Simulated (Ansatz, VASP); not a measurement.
**Sn in VASP and in Ansatz**

```xyz
3
Lattice="5.4095 0.0000 0.0000 -2.7048 4.6848 0.0000 0.0000 0.0000 3.2984" Properties=species:S:1:pos:R:3 pbc="T T T"
Sn    0.0000    0.0000    0.0000
Sn    0.0000    3.1232    1.6492
Sn    2.7048    1.5616    1.6492
```

Alike in both runs: functional PBE; k mesh 7 × 7 × 10; occupations fermi-dirac, width 0.1 eV; no spin polarisation.

Ansatz relaxed the structure, and its values are those at the end. VASP's run is a single point on that final structure, the one shown.

|  | VASP | Ansatz |
| --- | --- | --- |
| version | VASP 6.6.1 | Ansatz 0.2.0 |
| potentials or method | VASP PAW PBE potentials, release 64 (Sn_d), cutoff 520 eV | plane waves (420 eV) with PAW, scalar-relativistic |
| valence electrons in the cell | 42 | 42 |

```tsv
	VASP	Ansatz	Ansatz less VASP
pressure (GPa)	0.0	0.0	+0.05
```
